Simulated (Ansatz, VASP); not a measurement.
**Two plane-wave programs on AgI**

```
Ag I
1.0
     4.65087    0.00000    0.00000
    -2.32544    4.02777    0.00000
     0.00000    0.00000    7.59930
Ag I
2 2
Direct
  0.33333 0.66667 0.00000
  0.66667 0.33333 0.50000
  0.33333 0.66667 0.37500
  0.66667 0.33333 0.87500
```

Alike in both runs: task single point; functional PBEsol; k mesh 6 × 6 × 2; occupations methfessel-paxton of order 1, width 0.2 eV; no spin polarisation.

|  | VASP | Ansatz |
| --- | --- | --- |
| version | VASP 6.6.1 | Ansatz 0.2.0 |
| potentials or method | VASP PAW PBE potentials, release 64 (Ag, I) | plane waves |
| plane-wave cutoff (eV) | 500 | 420 |
| valence electrons in the cell | 36 | 72 |

```csv
,VASP,Ansatz,Ansatz less VASP
pressure (GPa),-1.8,-1.7,+0.04
rms of the force components (eV/Å),0.005,0.003,-0.0016
```

VASP's potentials were made for PBE, not for PBEsol. Atom by atom the forces differ by 0.002 eV/Å (rms over components). VASP's potentials hold 36 valence electrons a cell and Ansatz's 72, so a difference there can come from the potentials and not from the codes.

Neither program's run includes spin-orbit coupling.
